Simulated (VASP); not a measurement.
**KTaO3: electric field gradients with LDA**

The system is KTaO3.

```xyz
5
Lattice="3.9883 0.0199 0.0199 0.0199 3.9883 0.0199 0.0199 0.0199 3.9883" Properties=species:S:1:pos:R:3 pbc="T T T"
K     2.0141    2.0141    2.0141
Ta    0.0000    0.0000    0.0000
O     1.9942    0.0100    0.0100
O     0.0100    1.9942    0.0100
O     0.0100    0.0100    1.9942
```

This cell differs from its parent crystal: equal xy, yz and zx shear strains of +1 %.

```yaml
Program: VASP 6.6.1
Task: electric field gradients
Functional: LDA
Potentials_or_basis: VASP PAW LDA potentials, release 64 (K_sv, Ta_pv, O)
Cutoff: 520 eV
k_mesh: 5 × 5 × 5
Occupations: fermi-dirac, width 0.01 eV
Spin: no spin polarisation
Dipole_correction: no
Further_INCAR_settings: ALGO = Normal; EDIFF = 1e-08; NBANDS = 27
```

* Pressure: -4.4 GPa
* Band gap on the k mesh: 2.11 eV, indirect (least direct gap 2.60 eV)

Stress tensor (GPa, compression positive):
```
-4.42 -0.99 -0.99
-0.99 -4.42 -0.99
-0.99 -0.99 -4.42
```

Levels at points of the mesh, in eV from the valence-band top:
```tsv
k point	band 15	band 16	band 17	band 18	band 19	band 20	band 21	band 22	band 23	band 24
(0.00, 0.00, 0.00)	-0.99	-0.93	-0.55	-0.49	-0.49	2.11	2.11	2.15	6.49	6.87
```

Electric field gradients, principal values (V/Å²):
```tsv
atom	least	middle	greatest (by size)
1 K	-0.910	-0.910	1.820
2 Ta	11.557	11.557	-23.114
3 O	-6.885	-7.969	14.854
4 O	-6.885	-7.969	14.854
5 O	-6.885	-7.969	14.854
```

Wall time 29 s on 1 thread of Intel(R) Xeon(R) Platinum 8259CL CPU @ 2.50GHz (Skylake/Cascade Lake) (shared host), peak memory 0.17 GiB.

Caveat: the cell differs from its parent crystal (equal xy, yz and zx shear strains of +1 %); without QUAD_EFG the Cq values of the log hold for a quadrupole moment of 1 mb, not for the nuclei; spin-orbit coupling is left out, which moves the levels of the heavy elements. A k mesh can miss the band edges.
